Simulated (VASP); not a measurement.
# LiMg6Mo (Amm2) in VASP: single point with PBE

Aim: the single point of LiMg6Mo with PBE.

Program: VASP 6.6.1. These are calculated values, not measurements. Logs are shortened: lines on timing, memory, paths and dates and some standing lists are left out, and cuts for length are marked.

### Step 1. The cell of the first run

The structure is orthorhombic, space group Amm2 (No. 38). The conventional cell has a = 4.339 Å, b = 8.510 Å, c = 8.737 Å, α = 90.00°, β = 90.00°, γ = 90.00°. Mo (site symmetry mm2) has 12 Mg at 2.96 to 3.05 Å within 3.9 Å. Mg (site symmetry mm2) has 8 Mg at 2.89 to 3.21 Å and 2 Mo at 2.97 Å and 2 Li at 3.25 Å within 3.8 Å. Mg (site symmetry mm2) has 8 Mg at 2.89 to 3.21 Å and 2 Mo at 2.96 Å and 2 Li at 3.15 Å within 3.8 Å. Within 3.8 Å of Mg (site symmetry m) lie 8 Mg at 2.89 to 3.21 Å and 2 Mo at 3.00 Å and 2 Li at 3.08 Å. Mg (site symmetry m) has 8 Mg at 3.03 to 3.09 Å and 2 Li at 3.03 to 3.07 Å and 2 Mo at 3.05 Å within 4.0 Å. Within 4.0 Å of Li (site symmetry mm2) lie 12 Mg at 3.03 to 3.25 Å.

### Step 2. Single point, PBE

Contents of INCAR:

```
SYSTEM = LiMg6Mo
PREC = Accurate ; ENCUT = 520
EDIFF = 1E-6 ; ISMEAR = -1
SIGMA = 0.05 ; LREAL = .FALSE.
LASPH = .TRUE. ; NELM = 80
ALGO = Fast ; ISIF = 2
LWAVE = .FALSE. ; LCHARG = .TRUE.
GGA = PE ; LELF = .TRUE.
LVHAR = .TRUE. ; NBANDS = 24
```

Contents of KPOINTS:

```
Automatic mesh
0
G
  6 5 5
  0 0 0
```

Contents of POSCAR:

```
LiMg6Mo
1.0
    4.3393720000      0.0000000000      0.0000000000
    0.0000000000      4.2551420000      4.3687130000
    0.0000000000     -4.2551420000      4.3687130000
Mo Mg Li
1 6 1
Direct
    0.0000000000      0.1226350000      0.1226350000
    0.5000000000      0.3540820000      0.3540820000
    0.5000000000      0.8929720000      0.8929720000
    0.5000000000      0.3674410000      0.8804880000
    0.5000000000      0.8804880000      0.3674410000
    0.0000000000      0.1282850000      0.6225930000
    0.0000000000      0.6225930000      0.1282850000
    0.0000000000      0.6315080000      0.6315080000
```

Potentials or basis: VASP PAW PBE potentials, release 64 (Mo_sv, Mg, Li_sv).

Launch:

```bash
> cat potpaw_PBE.64/Mo_sv/POTCAR potpaw_PBE.64/Mg/POTCAR potpaw_PBE.64/Li_sv/POTCAR > POTCAR
> mpirun -np 1 vasp_std > vasp.out
```

OUTCAR:

```text
SYSTEM = LiMg6Mo
   PREC = Accurate
   ENCUT = 520
   EDIFF = 1E-6
   ISMEAR = -1
   LREAL = .FALSE.
   LASPH = .TRUE.
   NELM = 80
   ISIF = 2
   GGA = PE

 ion  position               nearest neighbor table
   1  0.000  0.123  0.123-   3 2.96   3 2.96   2 2.97   2 2.97   4 3.00   5 3.00   4 3.00   5 3.00
                             6 3.05   7 3.05   6 3.05   7 3.05
   2  0.500  0.354  0.354-   4 2.89   5 2.89   1 2.97   1 2.97   7 3.03   6 3.03   6 3.03   7 3.03
                             5 3.21   4 3.21
   3  0.500  0.893  0.893-   4 2.89   5 2.89   1 2.96   1 2.96   7 3.06   6 3.06   6 3.06   7 3.06
                             4 3.21   5 3.21
   4  0.500  0.367  0.880-   2 2.89   3 2.89   1 3.00   1 3.00   6 3.07   6 3.07   8 3.08   8 3.08
                             7 3.09   7 3.09   3 3.21   2 3.21
   5  0.500  0.880  0.367-   2 2.89   3 2.89   1 3.00   1 3.00   7 3.07   7 3.07   8 3.08   8 3.08
                             6 3.09   6 3.09   3 3.21   2 3.21
   6  0.000  0.128  0.623-   2 3.03   2 3.03   8 3.03   1 3.05   1 3.05   3 3.06   3 3.06   4 3.07
                             4 3.07   8 3.07   5 3.09   5 3.09
   7  0.000  0.623  0.128-   2 3.03   2 3.03   8 3.03   1 3.05   1 3.05   3 3.06   3 3.06   5 3.07
                             5 3.07   8 3.07   4 3.09   4 3.09
   8  0.000  0.632  0.632-   6 3.03   7 3.03   7 3.07   6 3.07   4 3.08   5 3.08   4 3.08   5 3.08

  LATTYP: Found a base centered orthorhombic cell.
 ALAT       =     8.5102840000
 B/A-ratio  =     1.0266902961
 C/A-ratio  =     0.5098974370

  Lattice vectors:

 A1 = (   0.0000000000,   4.2551420000,  -4.3687130000)
 A2 = (   0.0000000000,   4.2551420000,   4.3687130000)
 A3 = (   4.3393720000,   0.0000000000,   0.0000000000)

Analysis of symmetry for initial positions (statically):
=====================================================================
 Subroutine PRICEL returns:
 Original cell was already a primitive cell.

 Routine SETGRP: Setting up the symmetry group for a
 base centered orthorhombic supercell.

 Subroutine GETGRP returns: Found  4 space group operations
 (whereof  4 operations were pure point group operations)
 out of a pool of  8 trial point group operations.

The static configuration has the point symmetry C_2v.

Analysis of symmetry for dynamics (positions and initial velocities):
=====================================================================
 Subroutine PRICEL returns:
 Original cell was already a primitive cell.

 Routine SETGRP: Setting up the symmetry group for a
 base centered orthorhombic supercell.

 Subroutine GETGRP returns: Found  4 space group operations
 (whereof  4 operations were pure point group operations)
 out of a pool of  8 trial point group operations.

The dynamic configuration has the point symmetry C_2v.

 Subroutine INISYM returns: Found  4 space group operations
 (whereof  4 operations are pure point group operations),
 and found     1 'primitive' translations

----------------------------------------------------------------------------------------

                                     Primitive cell

  volume of cell :     161.3335

  direct lattice vectors                    reciprocal lattice vectors
     4.339372000  0.000000000  0.000000000     0.230448092  0.000000000  0.000000000
     0.000000000  4.255142000  4.368713000     0.000000000  0.117504892  0.114450182
     0.000000000 -4.255142000  4.368713000     0.000000000 -0.117504892  0.114450182

  length of vectors
     4.339372000  6.098515124  6.098515124     0.230448092  0.164031228  0.164031228

  position of ions in fractional coordinates (direct lattice)
     0.000000000  0.122635000  0.122635000
     0.500000000  0.354082000  0.354082000
     0.500000000  0.892972000  0.892972000
     0.500000000  0.367441000  0.880488000
     0.500000000  0.880488000  0.367441000
     0.000000000  0.128285000  0.622593000
     0.000000000  0.622593000  0.128285000
     0.000000000  0.631508000  0.631508000

  ion indices of the primitive-cell ions
   primitive index   ion index
                 1           1
                 2           2
                 3           3
                 4           4
                 5           5
                 6           6
                 7           7
                 8           8

----------------------------------------------------------------------------------------

 KPOINTS: Automatic mesh

Automatic generation of k-mesh.
 Grid dimensions read from file:
 generate k-points for:    6    5    5

 Generating k-lattice:

  Cartesian coordinates                     Fractional coordinates (reciprocal lattice)
     0.038408015  0.000000000  0.000000000     0.166666667  0.000000000  0.000000000
     0.000000000  0.023500978  0.022890036     0.000000000  0.200000000  0.000000000
     0.000000000 -0.023500978  0.022890036     0.000000000  0.000000000  0.200000000

  Length of vectors
     0.038408015  0.032806246  0.032806246

  Shift w.r.t. Gamma in fractional coordinates (k-lattice)
     0.000000000  0.000000000  0.000000000

 Subroutine IBZKPT returns following result:
 ===========================================

 Found     36 irreducible k-points:

 Following reciprocal coordinates:
            Coordinates               Weight
  0.000000  0.000000  0.000000      1.000000
  0.166667  0.000000  0.000000      2.000000
  0.333333  0.000000  0.000000      2.000000
  0.500000  0.000000  0.000000      1.000000
  0.000000  0.200000 -0.000000      4.000000
  0.166667  0.200000 -0.000000      8.000000
[... 16 lines left out ...]
  0.333333 -0.400000  0.200000      8.000000
  0.500000 -0.400000  0.200000      4.000000
 [... further k-points ...]
   k-points           NKPTS =     36   k-points in BZ     NKDIM =     36   number of bands    NBANDS=     24
   number of dos      NEDOS =    301   number of ions     NIONS =      8
   total plane-waves  NPLWV =  73728
   dimension x,y,z NGX =    32 NGY =   48 NGZ =   48
   dimension x,y,z NGXF=    64 NGYF=   96 NGZF=   96
   ions per type =               1   6   1
   NGX,Y,Z   is equivalent  to a cutoff of  12.26, 13.08, 13.08 a.u.
   NGXF,Y,Z  is equivalent  to a cutoff of  24.52, 26.17, 26.17 a.u.
 SYSTEM =  LiMg6Mo
   PREC   = accura    normal or accurate (medium, high low for compatibility)
   ISTART =      0    job   : 0-new  1-cont  2-samecut
   ICHARG =      2    charge: 1-file 2-atom 10-const
   ISPIN  =      1    spin polarized calculation?
   LNONCOLLINEAR =      F non collinear calculations
   LSORBIT =      F    spin-orbit coupling
   LASPH  =      T    aspherical Exc in radial PAW
   ENCUT  =  520.0 eV  38.22 Ry    6.18 a.u.   8.07 11.34 11.34*2*pi/ulx,y,z
   NELM   =     80;   NELMIN=  2; NELMDL= -5     # of ELM steps
   EDIFF  = 0.1E-05   stopping-criterion for ELM
   LREAL  =      F    real-space projection
   EDIFFG = 0.1E-04   stopping-criterion for IOM
   NSW    =      0    number of steps for IOM
   IBRION =     -1    ionic relax: 0-MD 1-quasi-New 2-CG
   NFREE  =      0    steps in history (QN), initial steepest desc. (CG)
   ISIF   =      2    stress and relaxation
   ISYM   =      2    0-nonsym 1-usesym 2-fastsym
   POTIM  = 0.5000    time-step for ionic-motion
   TEBEG  =    0.0;   TEEND  =   0.0 temperature during run
   PSTRESS=    0.0 pullay stress
   NELECT =      29.0000    total number of electrons
   NUPDOWN=      -1.0000    fix difference up-down
   EMIN   =  10.00;   EMAX   =-10.00  energy-range for DOS
   EFERMI =   0.00;   METHOD = LEGACY
   ISMEAR =    -1;   SIGMA  =   0.05  broadening in eV -4-tet -1-fermi 0-gaus
   EFERMI_NEDOS =   21; number of points for ismear=-14 and -15
   IALGO  =     68    algorithm
   IMIX   =      4    mixing-type and parameters
     AMIX     =   0.40;   BMIX     =  1.00
     AMIX_MAG =   1.60;   BMIX_MAG =  1.00
  volume/ion in A,a.u.               =      20.17       136.09
  Fermi-wavevector in a.u.,A,eV,Ry     =   0.923916  1.745949 11.614226  0.853622
  Thomas-Fermi vector in A             =   2.049605
   LORBIT       =      0    0 simple, 1 ext, 2 COOP (PROOUT), +10 PAW based schemes
   GGA     = PE    functional components
   LHFCALC =     F    Hartree Fock is set to
   AEXX    =    0.0000 exact exchange contribution
   IVDW    =     0    specifies the selected vdW correction
   LEPSILON=     F    determine dielectric tensor
   LRPA    =     F    only Hartree local field effects (RPA)
 non-spin polarized calculation
 RMM-DIIS sequential band-by-band and
  energy-cutoff  :      520.00
  volume of cell :      161.33
 maximum number of plane-waves:      4388
   NGX = 17   NGY = 23   NGZ = 23

 number of electron      28.9999995 magnetization

 Free energy of the ion-electron system (eV)
  ---------------------------------------------------
  ext. energy  EPLUGINS =         0.00000000
  ---------------------------------------------------
  free energy    TOTEN  =       -20.72150865 eV

  energy without entropy =      -20.69992795  energy(sigma->0) =      -20.71071830

 E-fermi :   3.4161     XC(G=0):  -9.0509

 val. band max:        3.4084630052   @ k =   0.0000   0.4000   0.4000
 cond. band min:       3.4654799511   @ k =   0.1667   0.2000   0.2000
 fundamental gap:      0.0570169459
 Fermi energy:         3.4161271373

 k-point     1 :       0.0000    0.0000    0.0000
  band No.  band energies     occupation
      1     -56.9307      2.00000
      2     -43.1475      2.00000
      3     -31.0754      2.00000
      4     -30.9822      2.00000
      5     -30.9814      2.00000
      6      -3.2871      2.00000
[... 16 lines left out ...]
     23       8.0600      0.00000
     24       8.8609      0.00000

 k-point     2 :       0.1667    0.0000    0.0000
  band No.  band energies     occupation
      1     -56.9307      2.00000
      2     -43.1475      2.00000
      3     -31.0771      2.00000
      4     -30.9821      2.00000
      5     -30.9812      2.00000
      6      -3.0601      2.00000
[... 16 lines left out ...]
     23       7.0265      0.00000
     24       7.5981      0.00000

 k-point     3 :       0.3333    0.0000    0.0000
  band No.  band energies     occupation
      1     -56.9306      2.00000
      2     -43.1475      2.00000
      3     -31.0805      2.00000
      4     -30.9818      2.00000
      5     -30.9809      2.00000
      6      -2.3962      2.00000
[... 16 lines left out ...]
     23       6.1869      0.00000
     24       7.8140      0.00000

 k-point     4 :       0.5000    0.0000    0.0000
  band No.  band energies     occupation
      1     -56.9306      2.00000
      2     -43.1475      2.00000
      3     -31.0822      2.00000
      4     -30.9817      2.00000
      5     -30.9808      2.00000
      6      -1.5418      2.00000
[... 16 lines left out ...]
     23       6.2279      0.00000
     24       7.3963      0.00000

 k-point     5 :       0.0000    0.2000   -0.0000
  band No.  band energies     occupation
      1     -56.9307      2.00000
      2     -43.1475      2.00000
      3     -31.0754      2.00000
      4     -30.9823      2.00000
      5     -30.9814      2.00000
      6      -3.1290      2.00000
[... 451 lines left out ...]
 k-point    22 :       0.1667   -0.4000    0.2000
  band No.  band energies     occupation
      1     -56.9307      2.00000
      2     -43.1475      2.00000
      3     -31.0771      2.00000
      4     -30.9822      2.00000
      5     -30.9814      2.00000
      6      -2.2819      2.00000
[... 16 lines left out ...]
     23       7.8673      0.00000
     24       8.5070      0.00000

 k-point    23 :       0.3333   -0.4000    0.2000
  band No.  band energies     occupation
      1     -56.9306      2.00000
      2     -43.1475      2.00000
      3     -31.0805      2.00000
      4     -30.9819      2.00000
      5     -30.9811      2.00000
      6      -1.6302      2.00000
[... 16 lines left out ...]
     23       7.6325      0.00000
     24       8.1480      0.00000

 k-point    24 :       0.5000   -0.4000    0.2000
  band No.  band energies     occupation
      1     -56.9306      2.00000
      2     -43.1475      2.00000
      3     -31.0822      2.00000
      4     -30.9818      2.00000
      5     -30.9809      2.00000
      6      -0.8530      2.00000
[... 16 lines left out ...]
     23       7.2251      0.00000
     24       7.7818      0.00000

 [... further k-points ...]

------------------------ aborting loop because EDIFF is reached ----------------------------------------

  FORCE on cell =-STRESS in cart. coord.  units (eV):
  Direction    XX          YY          ZZ          XY          YZ          ZX
  --------------------------------------------------------------------------------------
  -------------------------------------------------------------------------------------
  Total        0.0030967     -0.2447086     -0.2843975      0.0000000      0.0000000      0.0000000
  in kB        0.0307527     -2.4301626     -2.8243074      0.0000000      0.0000000      0.0000000
  external PRESSURE =      -1.7412391 kB  Pullay stress =       0.0000000 kB

 VOLUME and BASIS-vectors are now :
 -----------------------------------------------------------------------------
  energy-cutoff  :      520.00
  volume of cell :      161.33
      direct lattice vectors                 reciprocal lattice vectors
     4.339372000  0.000000000  0.000000000     0.230448092  0.000000000  0.000000000
     0.000000000  4.255142000  4.368713000     0.000000000  0.117504892  0.114450182
     0.000000000 -4.255142000  4.368713000     0.000000000 -0.117504892  0.114450182

 POSITION                                       TOTAL-FORCE (eV/Angst)
 -----------------------------------------------------------------------------------
      0.00000      0.00000      1.07151         0.000000      0.000000      0.027624
      2.16969      0.00000      3.09377         0.000000      0.000000      0.067233
      2.16969      0.00000      7.80228         0.000000      0.000000     -0.043379
      2.16969     -2.18309      5.45184         0.000000      0.000744      0.012167
      2.16969      2.18309      5.45184         0.000000     -0.000744      0.012167
      0.00000     -2.10335      3.28037         0.000000     -0.029375     -0.011994
      0.00000      2.10335      3.28037         0.000000      0.029375     -0.011994
      0.00000      0.00000      5.51775         0.000000      0.000000     -0.051825
 -----------------------------------------------------------------------------------
    total drift:                               -0.000000      0.000001      0.000946

  FREE ENERGIE OF THE ION-ELECTRON SYSTEM (eV)
  ---------------------------------------------------
  free  energy   TOTEN  =       -20.7215086480 eV

  energy  without entropy=      -20.6999279481  energy(sigma->0) =      -20.71071830
```

Run time: 3.3 min. Hardware: 1 thread of Intel Xeon Platinum 8175M at 2.50GHz (Skylake/Cascade Lake), shared host; peak memory 0.34 GiB.

What came out:

| Item | Value |
| --- | --- |
| Free energy | -20.7215 eV |
| Largest force | 0.067 eV/Å |
| Band gap on the k mesh | zero (an odd number of electrons rules out a gap without spin polarisation) |

Forces on the atoms (eV/Å):
```
Mo   0.000  0.000  0.028
Mg   0.000  0.000  0.067
Mg   0.000  0.000 -0.043
Mg   0.000  0.001  0.012
Mg   0.000 -0.001  0.012
Mg   0.000 -0.029 -0.012
Mg   0.000  0.029 -0.012
Li   0.000  0.000 -0.052
```

Caveat: the cutoff is under 1.25 times the usual one of these potentials, so pressure, stress and relaxed cells hold a basis-set (Pulay) error.

The gap in the log of VASP goes by the Fermi energy; the results here count the filled bands.